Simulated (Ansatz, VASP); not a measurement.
Two plane-wave programs on ZnS

Contents of INCAR:

```
SYSTEM = ZnS
ALGO = Normal
EDIFF = 1E-6
ENCUT = 500
GGA = PE
GGA_COMPAT = .False.
ISIF = 2
ISMEAR = 0
LASPH = .True.
LCHARG = .True.
LELF = .True.
LREAL = .False.
LVHAR = .True.
LWAVE = .False.
NBANDS = 16
NELM = 120
PREC = Accurate
SIGMA = 0.05
```

Contents of KPOINTS:

```
k-points
0
Gamma
  8 8 8
  0 0 0
```

File POSCAR:

```
ZnS
1.0
    0.0000000000      2.7215639846      2.7215639846
    2.7215639846      0.0000000000      2.7215639846
    2.7215639846      2.7215639846      0.0000000000
Zn S
1 1
Direct
    0.0128910761     -0.0190047131      0.0265084070
    0.7371089239      0.7690047131      0.7234915930
```

Input for Ansatz:

```yaml
crystal:
  lattice:
    - [0.0, 2.7215639846, 2.7215639846]
    - [2.7215639846, 0.0, 2.7215639846]
    - [2.7215639846, 2.7215639846, 0.0]
  atoms:
    - { symbol: Zn, position: [0.0128910761, -0.0190047131, 0.026508407] }
    - { symbol: S, position: [0.7371089239, 0.7690047131, 0.723491593] }
basis:
  ecutwfc: 420
kpoints:
  mp_grid: { grid: [8, 8, 8] }
hamiltonian:
  xc: pbe
scf:
  occupations: { method: gaussian, width: 0.05 }
output:
  forces: true
  stress: true
  eigenvalues: true
```

Change from the starting cell: all atoms moved at random, sigma 0.1 Å a component.

Alike in both runs: task single point; functional PBE; k mesh 8 × 8 × 8; occupations gaussian, width 0.05 eV; no spin polarisation.

|  | VASP | Ansatz |
| --- | --- | --- |
| version | VASP 6.6.1 | Ansatz 0.2.0 |
| potentials or method | VASP PAW PBE potentials, release 64 (Zn, S), cutoff 500 eV | scalar-relativistic, plane waves, PAW |
| valence electrons in the cell | 18 | 18 |

VASP gave:

```
gap on the k mesh at the Fermi level (eV)                     : 1.94
least direct gap on the mesh (eV)                             : 1.94
pressure (GPa)                                                : 1.8
traceless stress, the component that is largest in VASP (GPa) : -4.57
rms of the force components (eV/Å)                            : 0.755
```

Problem. What did Ansatz give for the same quantities?

Solution. gap on the k mesh at the Fermi level (eV): 1.93; least direct gap on the mesh (eV): 1.93; pressure (GPa): 1.6; traceless stress, the component that is largest in VASP (GPa): -4.49; rms of the force components (eV/Å): 0.750.

Atom by atom the forces differ by 0.006 eV/Å (rms over components). The functional is the same, so the differences come from potentials, cutoffs and numerics.
